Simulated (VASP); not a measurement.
Input of a VASP 6.6.1 run:

The input INCAR:

```
SYSTEM = Al3Au
PREC     = Accurate       ! precision mode
ENCUT    = 600            ! plane-wave cutoff, eV
EDIFF    = 1E-7           ! SCF threshold, eV
ISMEAR   = -1             ! smearing method
SIGMA    = 0.05           ! smearing width, eV
LREAL    = .FALSE.        ! projectors in reciprocal space
LASPH    = .TRUE.         ! aspherical terms in the spheres
NELM     = 100            ! most SCF steps
ALGO     = Normal         ! electronic algorithm
ISIF     = 3              ! what is computed and relaxed
LWAVE    = .FALSE.        ! write WAVECAR
LCHARG   = .FALSE.        ! write CHGCAR
GGA      = PS             ! functional
IBRION   = 2              ! ionic algorithm
NSW      = 60             ! ionic steps
EDIFFG   = -0.01          ! ionic threshold
PSTRESS  = 50.0
```

Contents of KPOINTS:

```
regular mesh
0
G
  9 9 9
  0 0 0
```

The input POSCAR:

```
Al3Au
1.0
   -2.0253330000      2.0253330000      4.0566000000
    2.0253330000     -2.0253330000      4.0566000000
    2.0253330000      2.0253330000     -4.0566000000
Au Al
1 3
Direct
    0.0000000000      0.0000000000      0.0000000000
    0.5000000000      0.5000000000      0.0000000000
    0.2500000000      0.7500000000      0.5000000000
    0.7500000000      0.2500000000      0.5000000000
```

Potentials or basis: VASP PAW PBE potentials, release 64 (Au, Al).

The run is started by

```console
$ cat potpaw_PBE.64/Au/POTCAR potpaw_PBE.64/Al/POTCAR > POTCAR
$ mpirun -np 1 vasp_std > vasp.out
```

Question: Predict the space group after relaxing (to 0.1 Å).

Answer: I4/mmm (No. 139).

Question: What does it give for the band gap on the k mesh?

Answer: Zero (bands 10 and 11 overlap by 3.09 eV).

Final structure:
```
CELL_PARAMETERS angstrom
-1.98050 1.98050 3.95226
1.98050 -1.98050 3.95226
1.98050 1.98050 -3.95226
ATOMIC_POSITIONS crystal
Au 0.00000 0.00000 0.00000
Al 0.50000 0.50000 0.00000
Al 0.25000 0.75000 0.50000
Al 0.75000 0.25000 0.50000
```

Caveat: the cell is relaxed towards a set pressure, so the run minimises the enthalpy, not the energy; spin-orbit coupling is left out, which moves the levels of the heavy elements.
